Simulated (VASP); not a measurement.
# Se (P4/nmm) in VASP: notebook, part 2 of 2

VASP 6.6.1. The steps go on from the part before.

**3. Relaxation of cell and atoms, PBE**

This run uses another cell than the first one, of 28.43 Å³/atom.

INCAR

```
SYSTEM = Se
ALGO = Normal ; EDIFF = 1E-6
EDIFFG = -0.04 ; ENCUT = 600
GGA = PE ; IBRION = 2
ISIF = 3 ; ISMEAR = 0
LASPH = .True. ; LCHARG = .False.
LREAL = .False. ; LWAVE = .False.
NELM = 100 ; NSW = 90
PREC = Accurate ; SIGMA = 0.1
```

KPOINTS

```
k-points
0
Gamma
  6 6 4
  0 0 0
```

POSCAR

```
Se
1.0
    3.5565091695      0.0000000000      0.0000000000
    0.0000000000      3.5565091695      0.0000000000
    0.0000000000      0.0000000000      4.4954594027
Se
2
Direct
    0.0000000000      0.5000000000      0.9106610304
    0.5000000000      0.0000000000      0.0893389696
```

Potentials or basis: VASP PAW PBE potentials, release 64 (Se).

Launch:

```console
> cat potpaw_PBE.64/Se/POTCAR > POTCAR
> mpirun -np 1 vasp_std > vasp.out
```

OUTCAR:

```text
SYSTEM = Se
   EDIFF = 1E-6
   EDIFFG = -0.04
   ENCUT = 600
   GGA = PE
   IBRION = 2
   ISIF = 3
   ISMEAR = 0
   LASPH = .True.
   LREAL = .False.
   NELM = 100
   NSW = 90
   PREC = Accurate

 ion  position               nearest neighbor table
   1  0.000  0.500  0.911-   2 2.64   2 2.64   2 2.64   2 2.64
   2  0.500  0.000  0.089-   1 2.64   1 2.64   1 2.64   1 2.64

  LATTYP: Found a simple tetragonal cell.
 ALAT       =     3.5565091695
 C/A-ratio  =     1.2640089449

  Lattice vectors:

 A1 = (   3.5565091695,   0.0000000000,   0.0000000000)
 A2 = (   0.0000000000,   3.5565091695,   0.0000000000)
 A3 = (   0.0000000000,   0.0000000000,   4.4954594027)

Analysis of symmetry for initial positions (statically):
=====================================================================
 Subroutine PRICEL returns:
 Original cell was already a primitive cell.

 Routine SETGRP: Setting up the symmetry group for a
 simple tetragonal supercell.

 Subroutine GETGRP returns: Found 16 space group operations
 (whereof  8 operations were pure point group operations)
 out of a pool of 16 trial point group operations.

The static configuration has the point symmetry D_2d.
 The point group associated with its full space group is D_4h.

Analysis of symmetry for dynamics (positions and initial velocities):
=====================================================================
 Subroutine PRICEL returns:
 Original cell was already a primitive cell.

 Routine SETGRP: Setting up the symmetry group for a
 simple tetragonal supercell.

 Subroutine GETGRP returns: Found 16 space group operations
 (whereof  8 operations were pure point group operations)
 out of a pool of 16 trial point group operations.

The dynamic configuration has the point symmetry D_2d.
 The point group associated with its full space group is D_4h.

[... 142 lines left out ...]
  ---------------------------------------------------
  ext. energy  EPLUGINS =         0.00000000
  ---------------------------------------------------
  free energy    TOTEN  =        -6.70395161 eV

  energy without entropy =       -6.70395147  energy(sigma->0) =       -6.70395154

------------------------ aborting loop because EDIFF is reached ----------------------------------------

  FORCE on cell =-STRESS in cart. coord.  units (eV):
  Direction    XX          YY          ZZ          XY          YZ          ZX
  --------------------------------------------------------------------------------------
  -------------------------------------------------------------------------------------
  Total        0.5657985      0.5657985     -0.0792412      0.0000000      0.0000000      0.0000000
  in kB       15.9422791     15.9422791     -2.2327475      0.0000000      0.0000000      0.0000000
  external PRESSURE =       9.8839369 kB  Pullay stress =       0.0000000 kB
[... 89 lines left out ...]
  FREE ENERGIE OF THE ION-ELECTRON SYSTEM (eV)
  ---------------------------------------------------
  free  energy   TOTEN  =        -6.7118146052 eV

  energy  without entropy=       -6.7118126900  energy(sigma->0) =       -6.71181365

[... ionic steps 4 to 8 ...]

--------------------------------------- Ionic step        9  -------------------------------------------

 number of electron      12.0000003 magnetization

------------------------ aborting loop because EDIFF is reached ----------------------------------------
[... 67 lines left out ...]
--------------------------------------- Ionic step       11  -------------------------------------------

 number of electron      12.0000004 magnetization

 Free energy of the ion-electron system (eV)
  ---------------------------------------------------
  ext. energy  EPLUGINS =         0.00000000
  ---------------------------------------------------
  free energy    TOTEN  =        -6.71769019 eV

  energy without entropy =       -6.71767083  energy(sigma->0) =       -6.71768051

 E-fermi :   2.0192     XC(G=0):  -8.0968

 val. band max:        1.8236125848   @ k =   0.0000   0.0000   0.5000
 cond. band min:       2.2696262253   @ k =   0.3333   0.0000   0.0000
 fundamental gap:      0.4460136405
 Fermi energy:         2.0191807444

 k-point     1 :       0.0000    0.0000    0.0000
  band No.  band energies     occupation
      1     -14.0004      2.00000
      2      -8.0887      2.00000
      3      -2.1580      2.00000
      4      -2.1580      2.00000
      5      -1.0806      2.00000
      6       1.1470      2.00000
      7       4.9960      0.00000
      8       4.9960      0.00000
      9       6.0290      0.00000
     10       6.8054      0.00000
[... 287 lines left out ...]
 k-point    24 :       0.5000    0.0000    0.5000
  band No.  band energies     occupation
      1     -11.6234      2.00000
      2     -11.6234      2.00000
      3      -1.7791      2.00000
      4      -1.7791      2.00000
      5       0.4770      2.00000
      6       0.4770      2.00000
      7       2.3467      0.00000
      8       2.3467      0.00000
      9       9.1879      0.00000
     10       9.1879      0.00000

 [... further k-points ...]
[... 5 lines left out ...]
  --------------------------------------------------------------------------------------
  -------------------------------------------------------------------------------------
  Total       -0.0584429     -0.0584429      0.0429261      0.0000000      0.0000000     -0.0000000
  in kB       -1.5178802     -1.5178802      1.1148767      0.0000000      0.0000000     -0.0000000
  external PRESSURE =      -0.6402946 kB  Pullay stress =       0.0000000 kB
[... 17 lines left out ...]
  FREE ENERGIE OF THE ION-ELECTRON SYSTEM (eV)
  ---------------------------------------------------
  free  energy   TOTEN  =        -6.7176901910 eV

  energy  without entropy=       -6.7176708329  energy(sigma->0) =       -6.71768051

 reached required accuracy - stopping structural energy minimisation
```

OSZICAR:

```text
N       E                     dE             d eps       ncg     rms          rms(c)
DAV:   1     0.602219309581E+02    0.60222E+02   -0.54165E+03   600   0.110E+03
DAV:   2    -0.328132426347E+01   -0.63503E+02   -0.61028E+02   888   0.155E+02
DAV:   3    -0.670081253985E+01   -0.34195E+01   -0.34068E+01   774   0.439E+01
[... 81 lines left out ...]
DAV:   2    -0.671878590289E+01    0.22919E-02   -0.46265E-03   606   0.486E-01    0.108E-01
DAV:   3    -0.671768980732E+01    0.10961E-02   -0.27997E-03   654   0.309E-01    0.382E-02
DAV:   4    -0.671768187890E+01    0.79284E-05   -0.16293E-04   766   0.854E-02    0.212E-02
DAV:   5    -0.671768998745E+01   -0.81086E-05   -0.12155E-05   610   0.289E-02    0.433E-03
DAV:   6    -0.671769019100E+01   -0.20355E-06   -0.17945E-07   370   0.342E-03
  11 F= -.67176902E+01 E0= -.67176805E+01  d E =-.586427E-03
```

CONTCAR:

```text
Se
   1.00000000000000
     3.5968106669966584    0.0000000000000000   -0.0000000000000000
     0.0000000000000000    3.5968106669966584    0.0000000000000000
    -0.0000000000000000    0.0000000000000000    4.7683704095884654
  Se
     2
Direct
     0.0000000000000000    0.5000000000000000    0.9215642608742125
     0.5000000000000000    0.0000000000000000    0.0784357391257874

  0.00000000E+00  0.00000000E+00  0.00000000E+00
  0.00000000E+00  0.00000000E+00  0.00000000E+00
```

It took 46 s on 1 thread of Intel Xeon 6975P-C (Granite Rapids), shared host; peak memory 0.18 GiB.

What came out:

```yaml
Free_energy: -6.7177 eV
Relaxed_volume: 30.84 Å³/atom
Relaxed_cell: a = 3.597 Å, b = 3.597 Å, c = 4.768 Å, α = 90.00°, β = 90.00°, γ = 90.00°
Space_group_after_relaxing_to_0.1_Å: P4/nmm (No. 129)
Energy_gained_by_relaxing: 6.9 meV/atom
Ionic_steps: 11
Pressure_after_relaxing: -0.1 GPa
Largest_force_after_relaxing: 0.038 eV/Å
Band_gap_on_the_k_mesh: 0.45 eV (least direct gap 1.16 eV)
```

Forces in eV/Å, atoms in the order of the input:
```
Se   0.000  0.000 -0.038
Se   0.000  0.000  0.038
```

Stress tensor (GPa, compression positive):
```
-0.15  0.00  0.00
 0.00 -0.15  0.00
 0.00  0.00  0.11
```

The path:
| step | energy change (eV) | largest force (eV/Å) | pressure (GPa) | volume (Å³) |
| --- | --- | --- | --- | --- |
| 1 | 0.0000 | 0.2270 | 0.99 | 56.86 |
| 2 | -0.0073 | 0.1771 | -0.66 | 58.31 |
| 3 | -0.0079 | 0.1888 | -0.32 | 57.99 |
| 4 | -0.0104 | 0.0380 | 0.04 | 57.84 |
| 5 | -0.0105 | 0.0065 | 0.12 | 57.81 |
| 6 | -0.0108 | 0.0055 | 0.10 | 57.98 |
| 7 | -0.0116 | 0.0020 | 0.03 | 58.47 |
| 8 | -0.0126 | 0.0066 | -0.08 | 59.44 |
| 9 | -0.0132 | 0.0270 | -0.29 | 61.41 |
| 10 | -0.0133 | 0.0295 | -0.23 | 61.48 |
| 11 | -0.0137 | 0.0375 | -0.06 | 61.69 |

Final structure:
```
CELL_PARAMETERS angstrom
3.59681 0.00000 0.00000
0.00000 3.59681 0.00000
0.00000 0.00000 4.76837
ATOMIC_POSITIONS crystal
Se 0.00000 0.50000 0.92156
Se 0.50000 0.00000 0.07844
```

Caveat: this functional lacks dispersion, which binds layers or chains, so the pressure and a relaxed spacing across them are unreliable. A k mesh can miss the band edges.

**4. Single point, PBE**

This run uses another cell than the first one, of 30.95 Å³/atom.

INCAR

```
SYSTEM = Se
PREC     = Accurate       ! precision mode
ENCUT    = 520            ! plane-wave cutoff, eV
EDIFF    = 1E-7           ! SCF threshold, eV
ISMEAR   = 0              ! smearing method
SIGMA    = 0.02           ! smearing width, eV
LREAL    = .False.        ! projectors in reciprocal space
LASPH    = .True.         ! aspherical terms in the spheres
NELM     = 60             ! most SCF steps
ALGO     = Normal         ! electronic algorithm
ISIF     = 2              ! what is computed and relaxed
LWAVE    = .False.        ! write WAVECAR
LCHARG   = .False.        ! write CHGCAR
GGA      = PE             ! functional
NBANDS   = 13             ! bands
```

KPOINTS

```
regular mesh
0
Gamma
  10 10 8
  0 0 0
```

POSCAR

```
Se
1.0
    3.6039337969      0.0000000000      0.0000000000
    0.0000000000      3.6039337969      0.0000000000
    0.0000000000      0.0000000000      4.7664611785
Se
2
Direct
    0.0000000000      0.5000000000      0.9225348586
    0.5000000000      0.0000000000      0.0774651414
```

Launch:

```console
> cat potpaw_PBE.64/Se/POTCAR > POTCAR
> mpirun -np 1 vasp_std > vasp.out
```

Wall time 25 s (1 thread of Intel Xeon 6975P-C (Granite Rapids), shared host); peak memory 0.21 GiB.

The run converged. Its results:

| Item | Value |
| --- | --- |
| Free energy | -6.6575 eV |
| Pressure | 0.1 GPa |
| Band gap on the k mesh | zero (bands 6 and 7 overlap by 0.34 eV) |

Forces on the atoms (eV/Å):
```
Se   0.000  0.000 -0.003
Se   0.000  0.000  0.003
```

Stress tensor (GPa, compression positive):
```
0.08 0.00 0.00
0.00 0.08 0.00
0.00 0.00 0.00
```

Levels at points of the mesh, in eV from the Fermi level:
| k point | band 3 | band 4 | band 5 | band 6 | band 7 | band 8 | band 9 | band 10 |
| --- | --- | --- | --- | --- | --- | --- | --- | --- |
| (0.00, 0.00, 0.00) | -3.92 | -3.92 | -2.87 | -0.59 | 3.23 | 3.23 | 4.28 | 5.00 |
| (0.50, 0.00, 0.00) | -3.08 | -3.08 | -1.32 | -1.32 | 0.51 | 0.51 | 5.53 | 5.53 |
| (0.50, 0.50, 0.00) | -6.66 | -6.66 | -1.23 | -1.23 | 2.78 | 2.78 | 7.91 | 7.91 |
| (0.00, 0.00, 0.50) | -3.88 | -3.88 | -3.58 | 0.07 | 3.11 | 3.11 | 4.43 | 7.59 |
| (0.50, 0.00, 0.50) | -3.52 | -3.52 | -1.29 | -1.29 | 0.55 | 0.55 | 7.43 | 7.43 |
| (0.50, 0.50, 0.50) | -6.60 | -6.60 | -1.65 | -1.65 | 2.10 | 2.10 | 9.12 | 9.12 |

Caveat: this functional lacks dispersion, which binds layers or chains, so the pressure and a relaxed spacing across them are unreliable.

**5. Single point, PBE**

This run uses another cell than the first one, of 30.78 Å³/atom.

INCAR

```
SYSTEM = Se
PREC = Accurate
ENCUT = 520
EDIFF = 1E-6
ISMEAR = 0
SIGMA = 0.1
LREAL = .False.
LASPH = .True.
NELM = 100
ALGO = Normal
ISIF = 2
LWAVE = .False.
LCHARG = .True.
GGA = PE
LELF = .True.
LVHAR = .True.
NBANDS = 13
```

KPOINTS

```
regular mesh
0
Gamma
  16 16 12
  0 0 0
```

POSCAR

```
Se
1.0
    3.5946802189      0.0000000000      0.0000000000
    0.0000000000      3.5946802189      0.0000000000
    0.0000000000      0.0000000000      4.7640538620
Se
2
Direct
    0.0000000000      0.5000000000      0.9200664852
    0.5000000000      0.0000000000      0.0799335148
```

Launch:

```console
> cat potpaw_PBE.64/Se/POTCAR > POTCAR
> mpirun -np 1 vasp_std > vasp.out
```

Wall time 73 s (1 thread of Intel Xeon 6975P-C (Granite Rapids), shared host); peak memory 0.33 GiB.

It converged, with:

```
Free energy            : -6.6616 eV
Pressure               : 0.0 GPa
Band gap on the k mesh : zero (bands 6 and 7 overlap by 0.15 eV)
```

Levels at points of the mesh, in eV from the Fermi level:
| k point | band 4 | band 5 | band 6 | band 7 | band 8 | band 9 |
| --- | --- | --- | --- | --- | --- | --- |
| (0.00, 0.00, 0.00) | -3.89 | -2.81 | -0.68 | 3.22 | 3.22 | 4.29 |
| (0.50, 0.00, 0.00) | -3.13 | -1.29 | -1.29 | 0.56 | 0.56 | 5.51 |
| (0.50, 0.50, 0.00) | -6.66 | -1.23 | -1.23 | 2.69 | 2.69 | 7.89 |
| (0.00, 0.00, 0.50) | -3.85 | -3.54 | 0.02 | 3.08 | 3.08 | 4.45 |
| (0.50, 0.00, 0.50) | -3.57 | -1.26 | -1.26 | 0.62 | 0.62 | 7.39 |
| (0.50, 0.50, 0.50) | -6.60 | -1.66 | -1.66 | 2.01 | 2.01 | 9.25 |

Caveat: this functional lacks dispersion, which binds layers or chains, so the pressure and a relaxed spacing across them are unreliable.

**6. The runs side by side**

```csv
task,cell,k mesh,cutoff (eV),smearing,gap on the mesh (eV),pressure (GPa),relaxed volume (Å³/atom),largest force (eV/Å)
relaxation of cell and atoms,"relaxed from a = 4.063, b = 4.063, c = 3.706 Å, 2 atoms, atomic positions A",4 × 4 × 6,600,gaussian 0.1 eV,0.74,-0.1,30.70,0.02
relaxation of cell and atoms,"relaxed from a = 3.557, b = 3.557, c = 4.495 Å, 2 atoms, atomic positions B",6 × 6 × 4,600,gaussian 0.1 eV,0.45,-0.1,30.84,0.04
single point,"a = 3.604, b = 3.604, c = 4.766 Å, 2 atoms, atomic positions C",10 × 10 × 8,520,gaussian 0.02 eV,none,0.1,-,-
single point,"a = 3.595, b = 3.595, c = 4.764 Å, 2 atoms, atomic positions D",16 × 16 × 12,520,gaussian 0.1 eV,none,0.0,-,-
```

Alike in all rows: level PBE; potentials or basis VASP PAW PBE potentials, release 64 (Se); no spin polarisation.

Caveats: this functional lacks dispersion, which binds layers or chains, so the pressure and a relaxed spacing across them are unreliable; a cell axis changed by over 15 % at a fixed basis, so the end point is rough (at least some runs).

Total energies depend on the potentials used, so only differences within one code and one set of settings carry meaning.

The gap in the log of VASP goes by the Fermi energy; the results here count the filled bands.